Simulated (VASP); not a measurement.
# TaN: single point with PBEsol

TaN:

```xyz
2
Lattice="0.0000 2.2207 2.2207 2.2207 0.0000 2.2207 2.2207 2.2207 0.0000" Properties=species:S:1:pos:R:3 pbc="T T T"
Ta    2.2207    2.2207    2.2207
N     0.0000    0.0000    0.0000
```

This cell differs from its parent crystal: strain +0.015 along x and y, +0.015 along z.

```
Program                : VASP 6.6.1
Task                   : single point
Functional             : PBEsol
Potentials or basis    : VASP PAW PBE potentials, release 64 (Ta_pv, N)
Cutoff                 : 520 eV
k mesh                 : 24 × 24 × 24
Occupations            : gaussian, width 0.15 eV
Spin                   : no spin polarisation
Dipole correction      : no
Further INCAR settings : ALGO = Normal; EDIFF = 1e-07; NBANDS = 15
```

```json
{
  "Pressure": "-13.6 GPa",
  "Band gap on the k mesh": "zero (bands 8 and 9 overlap by 3.86 eV)"
}
```

Levels at points of the mesh, in eV from the Fermi level:
| k point | band 5 | band 6 | band 7 | band 8 | band 9 | band 10 | band 11 | band 12 |
| --- | --- | --- | --- | --- | --- | --- | --- | --- |
| (0.00, 0.00, 0.00) | -3.70 | -3.70 | -3.70 | -2.04 | -2.04 | -2.04 | 0.02 | 0.02 |
| (0.50, 0.00, 0.00) | -10.15 | -7.36 | -7.36 | 1.82 | 1.82 | 1.92 | 3.71 | 7.25 |
| (0.50, 0.50, 0.00) | -6.56 | -5.29 | -4.54 | -4.54 | 2.00 | 3.40 | 3.40 | 4.26 |

Run time: 2.7 min on 1 thread of Intel Xeon 8259CL (shared host), peak memory 0.26 GiB.

Caveat: the cell differs from its parent crystal (strain +0.015 along x and y, +0.015 along z); the cell stands under tension; the PAW data sets were made with another functional, which shifts forces and pressure a little; spin-orbit coupling is left out, which moves the levels of the heavy elements.
